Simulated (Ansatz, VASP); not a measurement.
# Two plane-wave programs on Pt

```
Pt
1.0
     0.00000    1.89729    2.04964
     1.89729    0.00000    2.04964
     1.89729    1.89729    0.00000
Pt
1
Direct
  0.00000 0.00000 0.00000
```

Alike in both runs: task single point; functional LDA; k mesh 22 × 22 × 22; occupations gaussian, width 0.15 eV; no spin polarisation.

```csv
,VASP,Ansatz
version,VASP 6.6.1,Ansatz 0.2.0
potentials or method,"VASP PAW LDA potentials, release 64 (Pt), cutoff 520 eV","scalar-relativistic, plane waves, PAW"
valence electrons in the cell,10,18
```

Ansatz gave:

- gap on the k mesh at the Fermi level (eV): none
- pressure (GPa): 1.0
- traceless stress, the component that is largest in VASP (GPa): -7.15

Question: Estimate VASP's values.

Answer: gap on the k mesh at the Fermi level (eV): none; pressure (GPa): 1.7; traceless stress, the component that is largest in VASP (GPa): -7.16.

Ansatz warns that its potentials were made for another functional, while VASP's fit it. LDA's correlation is that of Perdew and Zunger in VASP and of Perdew and Wang (1992) in Ansatz. A gap of «none» marks a metal or a gap that the smearing closes. VASP's potentials hold 10 valence electrons a cell and Ansatz's 18, so a difference there can come from the potentials and not from the codes.

Neither program's run includes spin-orbit coupling.
